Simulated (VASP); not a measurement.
Crystal: TiSi4Ni3.

```
Ti Si Ni
1.0
    -3.76047   -0.00833   -0.01826
    -0.02330   -0.03794   -4.70390
    -0.01298   -5.75870   -0.04636
Ti Si Ni
1 4 3
Direct
  0.50789 0.42826 0.00269
  0.98955 0.40928 0.32086
  0.99118 0.36576 0.65402
  0.47950 0.95254 0.77320
  0.51237 0.91447 0.26913
  0.02774 0.91207 0.48521
  0.48827 0.57377 0.51497
  0.00351 0.03784 0.97992
```

* Program: VASP 6.6.1
* Task: relaxation of cell and atoms
* Functional: PBE
* Potentials or basis: VASP PAW PBE potentials, release 64 (Ti_sv, Si, Ni)
* Cutoff: 600 eV
* k mesh: 6 × 6 × 4
* Occupations: gaussian, width 0.2 eV
* Spin: no spin polarisation

At the start: pressure 14.5 GPa; volume 12.73 Å³/atom.

Problem. Where does the relaxation end?

Solution. Over 25 steps the energy falls by 318.6 meV/atom and the volume is 12.82 Å³/atom (+0.7 %); space group P1 (No. 1, to 0.1 Å) before, Pmm2 (No. 25, to 0.1 Å).

Step by step:
```csv
step,energy change (eV),largest force (eV/Å),pressure (GPa),volume (Å³)
1,0.0000,9.3990,14.45,101.86
2,-0.6251,2.1150,-13.50,119.59
3,-1.8166,1.3230,-5.50,109.47
4,-1.8238,1.3840,-5.02,109.13
5,-1.8273,1.4758,-4.26,108.63
6,-2.1964,1.0981,-0.44,104.46
7,-2.3080,0.8983,4.51,100.81
8,-2.4426,0.5691,-0.51,103.59
9,-2.4427,0.5677,-0.63,103.68
10,-2.5002,0.3412,-0.29,103.37
11,-2.5171,0.3623,0.20,103.09
12,-2.5358,0.1505,-0.25,103.28
13,-2.5385,0.1350,-0.46,103.38
14,-2.5425,0.1173,0.52,102.68
15,-2.5426,0.1163,0.62,102.60
16,-2.5457,0.0651,0.17,102.81
17,-2.5463,0.0674,-0.17,102.97
18,-2.5473,0.0391,-0.06,102.84
19,-2.5478,0.0409,0.09,102.68
20,-2.5485,0.0294,-0.07,102.73
21,-2.5486,0.0349,-0.26,102.80
22,-2.5487,0.0330,-0.22,102.78
23,-2.5489,0.0325,0.20,102.47
24,-2.5489,0.0325,0.11,102.55
25,-2.5492,0.0224,0.07,102.54
```

Final structure:
```
Ti Si Ni
1.0
    -3.74576    0.00006    0.00080
    -0.00079    0.00888   -4.71415
     0.00085   -5.80704    0.01174
Ti Si Ni
1 4 3
Direct
  0.50022 0.47296 0.00010
  0.00031 0.36304 0.29383
  0.00034 0.35988 0.70723
  0.50003 0.95303 0.76001
  0.49982 0.95583 0.24084
  0.99958 0.92466 0.49703
  0.49992 0.56618 0.50017
  0.99978 0.99841 0.00079
```
